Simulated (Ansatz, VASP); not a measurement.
## BP: VASP beside Ansatz

The input POSCAR:

```
BP
1.0
    0.0000000000      2.2840269280      2.2840269280
    2.2840269280      0.0000000000      2.2840269280
    2.2840269280      2.2840269280      0.0000000000
P B
1 1
Direct
    0.7500000000      0.7500000000      0.7500000000
    0.0000000000      0.0000000000      0.0000000000
```

The input INCAR.step1:

```
ALGO = Normal
EDIFF = 1E-4
ENCUT = 520
GGA = PE
ISMEAR = -1
LASPH = T
LCHARG = F
LREAL = F
LWAVE = T
NBANDS = 11
NELM = 80
PREC = Accurate
SIGMA = 0.05
```

The input INCAR.step2:

```
ALGO = Normal
EDIFF = 1E-6
ENCUT = 520
ISIF = 2
ISMEAR = -1
ISTART = 1
IVDW = 12
LASPH = T
LCHARG = F
LMIXTAU = T
LREAL = F
LWAVE = F
METAGGA = R2SCAN
NBANDS = 11
NELM = 80
PREC = Accurate
SIGMA = 0.05
VDW_A1 = 0.49484001
VDW_A2 = 5.73083694
VDW_S6 = 1.0
VDW_S8 = 0.78981345
```

KPOINTS

```
k-points
0
Gamma
  10 10 10
```

File input.yaml:

```yaml
crystal:
  lattice:
    - [0.0, 2.284026928, 2.284026928]
    - [2.284026928, 0.0, 2.284026928]
    - [2.284026928, 2.284026928, 0.0]
  atoms:
    - { symbol: P, position: [0.75, 0.75, 0.75] }
    - { symbol: B, position: [0.0, 0.0, 0.0] }
hamiltonian:
  xc: r2scan
  pseudopotentials: { kind: paw }
  dispersion: d3bj
kpoints:
  mp_grid: { grid: [10, 10, 10] }
scf:
  occupations: { method: fermi_dirac, width: 0.05 }
output:
  forces: true
  stress: true
  eigenvalues: true
  write_density: true
  write_potential: true
  elf: true
  volumetric_format: npy
```

Alike in both runs: task single point; functional r2SCAN; dispersion D3(BJ); k mesh 10 × 10 × 10; occupations fermi-dirac, width 0.05 eV; no spin polarisation.

```csv
,VASP,Ansatz
version,VASP 6.6.1,Ansatz 0.2.0
potentials or method,"VASP PAW PBE potentials, release 64 (P, B)",Ansatz PAW
plane-wave cutoff (eV),520,500
valence electrons in the cell,8,8
```

|  | VASP | Ansatz | Ansatz less VASP |
| --- | --- | --- | --- |
| gap on the k mesh at the Fermi level (eV) | 1.47 | 1.44 | -0.030 |
| least direct gap on the mesh (eV) | 3.61 | 3.57 | -0.040 |
| pressure (GPa) | -5.9 | -5.4 | +0.49 |

VASP's potentials were made for PBE, not for r2SCAN.
